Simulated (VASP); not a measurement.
Crystal: LiH.

```
CELL_PARAMETERS angstrom
3.09467 0.00000 0.00000
-1.54733 2.68006 0.00000
0.00000 0.00000 4.14406
ATOMIC_POSITIONS crystal
Li 0.33333 0.66667 0.93750
Li 0.66667 0.33333 0.43750
H 0.33333 0.66667 0.43750
H 0.66667 0.33333 0.93750
```

This cell differs from its parent crystal: epitaxial xy strain -5.0%.

Base run:

* Program: VASP 6.6.1
* Functional: PBE
* Potentials or basis: VASP PAW PBE potentials, release 64 (Li_sv, H)
* Cutoff: 520 eV
* k mesh: 12 × 12 × 6
* Occupations: fermi-dirac, width 0.02 eV
* Spin: no spin polarisation

Its results: band gap on the k mesh 2.20 eV (least direct gap 2.76 eV).

**Question.** The run is repeated on the same cell with these changes: functional from PBE to r2SCAN; occupations from fermi-dirac, width 0.02 eV to gaussian, width 0.01 eV. What comes out?

**Answer.** Band gap on the k mesh 2.71 eV (least direct gap 3.29 eV).

A k mesh can miss the band edges.
